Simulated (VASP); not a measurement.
Input of a VASP 6.6.1 run:

The input POSCAR:

```
BN
1.0
    2.4622113775      0.0000000000      0.0000000000
   -1.2311056887      2.1323376024      0.0000000000
    0.0000000000      0.0000000000      5.2767837078
B N
2 2
Direct
    0.3333333333      0.6666666667      0.2500000000
    0.6666666667      0.3333333333      0.7500000000
    0.3333333333      0.6666666667      0.7500000000
    0.6666666667      0.3333333333      0.2500000000
```

INCAR.step1

```
SYSTEM = BN
PREC = Accurate
ENCUT = 520
ISMEAR = 0
SIGMA = 0.02
LREAL = .False.
LASPH = .True.
NELM = 100
NBANDS = 16
GGA = PE
ALGO = Normal
EDIFF = 1E-4
LWAVE = .True.
LCHARG = .False.
```

INCAR.step2

```
SYSTEM = BN
PREC = Accurate
ENCUT = 520
EDIFF = 1E-7
ISMEAR = 0
SIGMA = 0.02
LREAL = .False.
LASPH = .True.
NELM = 100
ALGO = Normal
ISIF = 2
LWAVE = .False.
LCHARG = .True.
METAGGA = R2SCAN
LMIXTAU = .True.
LELF = .True.
LVHAR = .True.
NBANDS = 16
ISTART = 1
```

The input KPOINTS:

```
Automatic mesh
0
Gamma
  12 12 4
  0 0 0
```

Potentials or basis: VASP PAW PBE potentials, release 64 (B, N).

Run with:

```console
$ cat potpaw_PBE.64/B/POTCAR potpaw_PBE.64/N/POTCAR > POTCAR
$ cp INCAR.step1 INCAR
$ mpirun -np 1 vasp_std > vasp.out
$ cp INCAR.step2 INCAR
$ mpirun -np 1 vasp_std > vasp.out
```

Task: Predict the band gap on the k mesh.

Result: 4.59 eV, indirect (least direct gap 5.08 eV).

Task: What does it give for the pressure?

Result: 25.6 GPa.

Stress tensor (GPa, compression positive):
```
26.00  0.00  0.00
 0.00 26.00  0.00
 0.00  0.00 24.66
```

Caveat: the PAW data sets were made with another functional, which shifts forces and pressure a little. A k mesh can miss the band edges.
